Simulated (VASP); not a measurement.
Runs of VASP 6.6.1 on SnSe2. The structure is that of space group P-3m1 (No. 164), or close to it. The cells are those of the table. 

| task | cell | k mesh | cutoff (eV) | smearing | gap on the mesh (eV) | pressure (GPa) | relaxed volume (Å³/atom) | largest force (eV/Å) |
| --- | --- | --- | --- | --- | --- | --- | --- | --- |
| single point | a = 3.840, b = 3.840, c = 6.023 Å, angles 90.0, 90.0, 120.0°, 3 atoms | 6 × 6 × 4 | 520 | gaussian 0.1 eV | (b) | 0.0 | - | - |
| relaxation of cell and atoms | relaxed from a = 3.839, b = 3.839, c = 6.012 Å, angles 90.0, 90.0, 120.0°, 3 atoms | 12 × 12 × 6 | 600 | gaussian 0.02 eV | (a) | 0.0 | 25.60 | - |
| relaxation of cell and atoms | relaxed from a = 3.811, b = 3.811, c = 6.137 Å, angles 90.0, 90.0, 120.0°, 3 atoms | 6 × 6 × 4 | 600 | gaussian 0.1 eV | 0.62 | 0.1 | 25.59 | 0.01 |
| single point | a = 3.839, b = 3.839, c = 6.012 Å, angles 90.0, 90.0, 120.0°, 3 atoms | 12 × 12 × 6 | 520 | gaussian 0.02 eV | 0.35 | 0.1 | - | 0.01 |
| single point | a = 3.839, b = 3.839, c = 6.012 Å, angles 90.0, 90.0, 120.0°, 3 atoms | 12 × 12 × 6 | 520 | gaussian 0.03 eV | 0.35 | 0.1 | - | 0.01 |

Alike in all rows: level PBE+D3(BJ); potentials or basis VASP PAW PBE potentials, release 64 (Sn_d, Se); no spin polarisation.

Problem. Fill in the values left out.

Solution. (a) 0.34; (b) 0.64.

Caveats: spin-orbit coupling is left out, which moves the levels of the heavy elements; the relaxation stopped at a loose force limit of 0.05 eV/Å, so its end isn't a converged minimum (some runs).

A k mesh can miss the band edges, and the runs leave out spin-orbit coupling on Se, Sn.
